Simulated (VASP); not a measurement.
# Cs (P6_3/mmc) in VASP: a series of runs

The runs below take Cs through single point, with PBE.

All numbers are computed with VASP 6.6.1; they aren't measurements. Logs are shortened: lines on timing, memory, paths and dates and some standing lists are left out, and cuts for length are marked.

### 1 The cell of the first run

Symmetry: P6_3/mmc, No. 194, hexagonal system. Conventional cell: a = 4.051 Å, b = 4.051 Å, c = 6.562 Å, α = 90.00°, β = 90.00°, γ = 120.00°. Cs (site symmetry -6m2) has 12 Cs at 4.03 to 4.05 Å within 5.3 Å.

### 2 Single point, PBE

INCAR

```
ALGO = Normal
EDIFF = 1E-6
ENCUT = 520
GGA = PE
ISIF = 2
ISMEAR = -1
LASPH = T
LCHARG = F
LREAL = F
LWAVE = F
NBANDS = 16
NELM = 60
PREC = Accurate
SIGMA = 0.05
```

KPOINTS

```
k-points
0
Gamma
  8 8 5
```

POSCAR

```
Cs
1.0
    4.0505838870      0.0000000000      0.0000000000
   -2.0252919435      3.5079085463      0.0000000000
    0.0000000000      0.0000000000      6.5619458970
Cs
2
Direct
    0.3333333333      0.6666666667      0.2500000000
    0.6666666667      0.3333333333      0.7500000000
```

Potentials or basis: VASP PAW PBE potentials, release 64 (Cs_sv).

Started as:

```console
> cat potpaw_PBE.64/Cs_sv/POTCAR > POTCAR
> mpirun -np 1 vasp_std > vasp.out
```

OUTCAR:

```text
EDIFF = 1E-6
   ENCUT = 520
   GGA = PE
   ISIF = 2
   ISMEAR = -1
   LASPH = T
   LREAL = F
   NELM = 60
   PREC = Accurate

 ion  position               nearest neighbor table
   1  0.333  0.667  0.250-
   2  0.667  0.333  0.750-

  LATTYP: Found a hexagonal cell.
 ALAT       =     4.0505838870
 C/A-ratio  =     1.6200000000

  Lattice vectors:

 A1 = (   4.0505838870,   0.0000000000,   0.0000000000)
 A2 = (  -2.0252919435,   3.5079085463,   0.0000000000)
 A3 = (   0.0000000000,   0.0000000000,   6.5619458970)

Analysis of symmetry for initial positions (statically):
=====================================================================
 Subroutine PRICEL returns:
 Original cell was already a primitive cell.

 Routine SETGRP: Setting up the symmetry group for a
 hexagonal supercell.

 Subroutine GETGRP returns: Found 24 space group operations
 (whereof 12 operations were pure point group operations)
 out of a pool of 24 trial point group operations.

The static configuration has the point symmetry D_3d.
 The point group associated with its full space group is D_6h.

Analysis of symmetry for dynamics (positions and initial velocities):
=====================================================================
 Subroutine PRICEL returns:
 Original cell was already a primitive cell.

 Routine SETGRP: Setting up the symmetry group for a
 hexagonal supercell.

 Subroutine GETGRP returns: Found 24 space group operations
 (whereof 12 operations were pure point group operations)
 out of a pool of 24 trial point group operations.

The dynamic configuration has the point symmetry D_3d.
 The point group associated with its full space group is D_6h.

 Subroutine INISYM returns: Found 24 space group operations
 (whereof 12 operations are pure point group operations),
 and found     1 'primitive' translations

----------------------------------------------------------------------------------------

                                     Primitive cell

  volume of cell :      93.2392

  direct lattice vectors                    reciprocal lattice vectors
     4.050583887  0.000000000  0.000000000     0.246877988  0.142535073  0.000000000
    -2.025291944  3.507908546  0.000000000     0.000000000  0.285070146  0.000000000
     0.000000000  0.000000000  6.561945897     0.000000000  0.000000000  0.152393820

  length of vectors
     4.050583887  4.050583887  6.561945897     0.285070146  0.285070146  0.152393820

  position of ions in fractional coordinates (direct lattice)
     0.333333333  0.666666667  0.250000000
     0.666666667  0.333333333  0.750000000

  ion indices of the primitive-cell ions
   primitive index   ion index
                 1           1
                 2           2

----------------------------------------------------------------------------------------

 KPOINTS: k-points

Automatic generation of k-mesh.
 Grid dimensions read from file:
 generate k-points for:    8    8    5

 Generating k-lattice:

  Cartesian coordinates                     Fractional coordinates (reciprocal lattice)
     0.030859748  0.017816884  0.000000000     0.125000000  0.000000000  0.000000000
     0.000000000  0.035633768  0.000000000     0.000000000  0.125000000  0.000000000
     0.000000000  0.000000000  0.030478764     0.000000000  0.000000000  0.200000000

  Length of vectors
     0.035633768  0.035633768  0.030478764

  Shift w.r.t. Gamma in fractional coordinates (k-lattice)
     0.000000000  0.000000000  0.000000000

 Subroutine IBZKPT returns following result:
 ===========================================

 Found     30 irreducible k-points:

 Following reciprocal coordinates:
            Coordinates               Weight
  0.000000  0.000000  0.000000      1.000000
  0.125000 -0.000000  0.000000      6.000000
  0.250000 -0.000000  0.000000      6.000000
  0.375000  0.000000  0.000000      6.000000
  0.500000 -0.000000  0.000000      3.000000
  0.125000  0.125000  0.000000      6.000000
[... 16 lines left out ...]
  0.250000 -0.000000  0.400000     12.000000
  0.375000  0.000000  0.400000     12.000000
 [... further k-points ...]
   k-points           NKPTS =     30   k-points in BZ     NKDIM =     30   number of bands    NBANDS=     16
   number of dos      NEDOS =    301   number of ions     NIONS =      2
   total plane-waves  NPLWV =  45000
   dimension x,y,z NGX =    30 NGY =   30 NGZ =   50
   dimension x,y,z NGXF=    60 NGYF=   60 NGZF=  100
   ions per type =               2
   NGX,Y,Z   is equivalent  to a cutoff of  12.31, 12.31, 12.67 a.u.
   NGXF,Y,Z  is equivalent  to a cutoff of  24.63, 24.63, 25.33 a.u.
 SYSTEM =  unknown system
   PREC   = accura    normal or accurate (medium, high low for compatibility)
   ISTART =      0    job   : 0-new  1-cont  2-samecut
   ICHARG =      2    charge: 1-file 2-atom 10-const
   ISPIN  =      1    spin polarized calculation?
   LNONCOLLINEAR =      F non collinear calculations
   LSORBIT =      F    spin-orbit coupling
   LASPH  =      T    aspherical Exc in radial PAW
   ENCUT  =  520.0 eV  38.22 Ry    6.18 a.u.   7.53  7.53 12.20*2*pi/ulx,y,z
   NELM   =     60;   NELMIN=  2; NELMDL= -5     # of ELM steps
   EDIFF  = 0.1E-05   stopping-criterion for ELM
   LREAL  =      F    real-space projection
   EDIFFG = 0.1E-04   stopping-criterion for IOM
   NSW    =      0    number of steps for IOM
   IBRION =     -1    ionic relax: 0-MD 1-quasi-New 2-CG
   NFREE  =      0    steps in history (QN), initial steepest desc. (CG)
   ISIF   =      2    stress and relaxation
   ISYM   =      2    0-nonsym 1-usesym 2-fastsym
   POTIM  = 0.5000    time-step for ionic-motion
   TEBEG  =    0.0;   TEEND  =   0.0 temperature during run
   PSTRESS=    0.0 pullay stress
   NELECT =      18.0000    total number of electrons
   NUPDOWN=      -1.0000    fix difference up-down
   EMIN   =  10.00;   EMAX   =-10.00  energy-range for DOS
   EFERMI =   0.00;   METHOD = LEGACY
   ISMEAR =    -1;   SIGMA  =   0.05  broadening in eV -4-tet -1-fermi 0-gaus
   EFERMI_NEDOS =   21; number of points for ismear=-14 and -15
   IALGO  =     38    algorithm
   IMIX   =      4    mixing-type and parameters
     AMIX     =   0.40;   BMIX     =  1.00
     AMIX_MAG =   1.60;   BMIX_MAG =  1.00
  volume/ion in A,a.u.               =      46.62       314.60
  Fermi-wavevector in a.u.,A,eV,Ry     =   0.946163  1.787990 12.180279  0.895225
  Thomas-Fermi vector in A             =   2.074135
   LORBIT       =      0    0 simple, 1 ext, 2 COOP (PROOUT), +10 PAW based schemes
   GGA     = PE    functional components
   LHFCALC =     F    Hartree Fock is set to
   AEXX    =    0.0000 exact exchange contribution
   IVDW    =     0    specifies the selected vdW correction
   LEPSILON=     F    determine dielectric tensor
   LRPA    =     F    only Hartree local field effects (RPA)
 non-spin polarized calculation
  energy-cutoff  :      520.00
  volume of cell :       93.24
 maximum number of plane-waves:      2539
   NGX = 15   NGY = 15   NGZ = 25

 number of electron      17.9999996 magnetization

 Free energy of the ion-electron system (eV)
  ---------------------------------------------------
  ext. energy  EPLUGINS =         0.00000000
  ---------------------------------------------------
  free energy    TOTEN  =        -0.16019308 eV

  energy without entropy =       -0.12620781  energy(sigma->0) =       -0.14320044

 E-fermi :   3.9077     XC(G=0):  -8.3326

 val. band max:        3.9021429279   @ k =   0.1250  -0.0000   0.2000
 cond. band min:       3.9259630549   @ k =   0.5000  -0.0000   0.0000
 fundamental gap:      0.0238201270
 Fermi energy:         3.9076571129

 k-point     1 :       0.0000    0.0000    0.0000
  band No.  band energies     occupation
      1     -20.0487      2.00000
      2     -19.7744      2.00000
      3      -7.7775      2.00000
      4      -6.1814      2.00000
      5      -6.1814      2.00000
      6      -5.9509      2.00000
[... 8 lines left out ...]
     15       7.4186      0.00000
     16       7.4186      0.00000

 k-point     2 :       0.1250   -0.0000    0.0000
  band No.  band energies     occupation
      1     -20.0157      2.00000
      2     -19.7586      2.00000
      3      -7.6953      2.00000
      4      -6.4177      2.00000
      5      -6.2521      2.00000
      6      -6.1921      2.00000
[... 8 lines left out ...]
     15       7.3222      0.00000
     16       7.6411      0.00000

 k-point     3 :       0.2500   -0.0000    0.0000
  band No.  band energies     occupation
      1     -19.9309      2.00000
      2     -19.7235      2.00000
      3      -7.4686      2.00000
      4      -6.9488      2.00000
      5      -6.6932      2.00000
      6      -6.4046      2.00000
[... 8 lines left out ...]
     15       7.1937      0.00000
     16       8.1032      0.00000

 k-point     4 :       0.3750    0.0000    0.0000
  band No.  band energies     occupation
      1     -19.8339      2.00000
      2     -19.6976      2.00000
      3      -7.4285      2.00000
      4      -7.1654      2.00000
      5      -7.1237      2.00000
      6      -6.5412      2.00000
[... 8 lines left out ...]
     15       7.1420      0.00000
     16       9.7224      0.00000

 k-point     5 :       0.5000   -0.0000    0.0000
  band No.  band energies     occupation
      1     -19.7846      2.00000
      2     -19.6951      2.00000
      3      -7.6143      2.00000
      4      -7.2884      2.00000
      5      -6.9766      2.00000
      6      -6.5946      2.00000
[... 8 lines left out ...]
     15       7.5012      0.00000
     16      10.6977      0.00000

 k-point     6 :       0.1250    0.1250    0.0000
  band No.  band energies     occupation
      1     -19.9566      2.00000
      2     -19.7332      2.00000
      3      -7.5405      2.00000
      4      -6.7164      2.00000
      5      -6.6520      2.00000
      6      -6.3029      2.00000
[... 8 lines left out ...]
     15       7.6841      0.00000
     16       7.7719      0.00000
[... 267 lines left out ...]
 k-point    21 :       0.0000    0.0000    0.4000
  band No.  band energies     occupation
      1     -19.9571      2.00000
      2     -19.8725      2.00000
      3      -7.2215      2.00000
      4      -6.6620      2.00000
      5      -6.1033      2.00000
      6      -6.1033      2.00000
[... 8 lines left out ...]
     15       6.7882      0.00000
     16       6.7882      0.00000

 k-point    22 :       0.1250   -0.0000    0.4000
  band No.  band energies     occupation
      1     -19.9297      2.00000
      2     -19.8503      2.00000
      3      -7.2115      2.00000
      4      -6.7409      2.00000
      5      -6.2838      2.00000
      6      -6.1605      2.00000
[... 8 lines left out ...]
     15       6.8980      0.00000
     16       7.0967      0.00000

 k-point    23 :       0.2500   -0.0000    0.4000
  band No.  band energies     occupation
      1     -19.8610      2.00000
      2     -19.7969      2.00000
      3      -7.2933      2.00000
      4      -7.0733      2.00000
      5      -6.5530      2.00000
      6      -6.2871      2.00000
[... 8 lines left out ...]
     15       7.4218      0.00000
     16       7.8700      0.00000

 k-point    24 :       0.3750    0.0000    0.4000
  band No.  band energies     occupation
      1     -19.7873      2.00000
      2     -19.7452      2.00000
      3      -7.5681      2.00000
      4      -7.4559      2.00000
      5      -6.5648      2.00000
      6      -6.4061      2.00000
[... 8 lines left out ...]
     15       7.5144      0.00000
     16       8.5177      0.00000

 [... further k-points ...]
[... 5 lines left out ...]
  --------------------------------------------------------------------------------------
  -------------------------------------------------------------------------------------
  Total        3.2919213      3.2919213      3.3235595      0.0000000     -0.0000000      0.0000000
  in kB       56.5667847     56.5667847     57.1104399      0.0000000     -0.0000000      0.0000000
  external PRESSURE =      56.7480031 kB  Pullay stress =       0.0000000 kB

 VOLUME and BASIS-vectors are now :
 -----------------------------------------------------------------------------
  energy-cutoff  :      520.00
  volume of cell :       93.24
      direct lattice vectors                 reciprocal lattice vectors
     4.050583887  0.000000000  0.000000000     0.246877988  0.142535073  0.000000000
    -2.025291944  3.507908546  0.000000000     0.000000000  0.285070146  0.000000000
     0.000000000  0.000000000  6.561945897     0.000000000  0.000000000  0.152393820

 POSITION                                       TOTAL-FORCE (eV/Angst)
 -----------------------------------------------------------------------------------
     -0.00000      2.33861      1.64049         0.000000      0.000000      0.000000
      2.02529      1.16930      4.92146        -0.000000      0.000000      0.000000
 -----------------------------------------------------------------------------------
    total drift:                               -0.000000      0.000000     -0.000000

  FREE ENERGIE OF THE ION-ELECTRON SYSTEM (eV)
  ---------------------------------------------------
  free  energy   TOTEN  =        -0.1601930781 eV

  energy  without entropy=       -0.1262078105  energy(sigma->0) =       -0.14320044
```

It took 33 s on 1 thread of Intel Xeon 6975P-C, shared host; peak memory 0.21 GiB.

What came out:

```yaml
Free_energy: -0.1602 eV
Pressure: 5.7 GPa
Band_gap_on_the_k_mesh: zero (band 9 reaches 4.12 eV, above the bottom of band 10 at 3.44 eV)
```

Levels at points of the mesh, in eV from the Fermi level:
| k point | band 5 | band 6 | band 7 | band 8 | band 9 | band 10 | band 11 | band 12 | band 13 | band 14 |
| --- | --- | --- | --- | --- | --- | --- | --- | --- | --- | --- |
| (0.00, 0.00, 0.00) | -10.09 | -9.86 | -9.86 | -9.83 | -1.97 | -0.47 | 2.75 | 2.75 | 2.87 | 3.42 |
| (0.50, 0.00, 0.00) | -10.88 | -10.50 | -10.30 | -10.07 | -0.37 | 0.02 | 0.14 | 2.53 | 2.59 | 2.95 |

Caveat: spin-orbit coupling is left out, which moves the levels of the heavy elements.

(Continued in part 2 of 3.)
